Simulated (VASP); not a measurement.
A run of VASP 6.6.1 is set up as follows.

INCAR

```
ALGO     = Normal         # electronic algorithm
EDIFF    = 1E-7           # SCF threshold, eV
ENCUT    = 520            # plane-wave cutoff, eV
GGA      = CA             # functional
ISIF     = 2              # what is computed and relaxed
ISMEAR   = -1             # smearing method
LASPH    = True           # aspherical terms in the spheres
LCHARG   = False          # write CHGCAR
LREAL    = False          # projectors in reciprocal space
LWAVE    = False          # write WAVECAR
NBANDS   = 11             # bands
NELM     = 60             # most SCF steps
PREC     = Accurate       # precision mode
SIGMA    = 0.05           # smearing width, eV
```

Contents of KPOINTS:

```
k-points
0
Gamma
  14 14 14
```

File POSCAR:

```
Hf
1.0
   -1.7821001299      1.7821001299      1.7821001299
    1.7821001299     -1.7821001299      1.7821001299
    1.7821001299      1.7821001299     -1.7821001299
Hf
1
Direct
    0.0000000000      0.0000000000      0.0000000000
```

Potentials or basis: VASP PAW LDA potentials, release 64 (Hf_pv).

Command:

```sh
$ cat potpaw_LDA.64/Hf_pv/POTCAR > POTCAR
$ mpirun -np 1 vasp_std > vasp.out
```

(1) Estimate the band gap on the k mesh.

(2) Estimate the pressure.

## Answers

(1) zero (band 5 reaches 5.80 eV, above the bottom of band 6 at 3.63 eV).

(2) -9.9 GPa.

Caveat: spin-orbit coupling is left out, which moves the levels of the heavy elements.
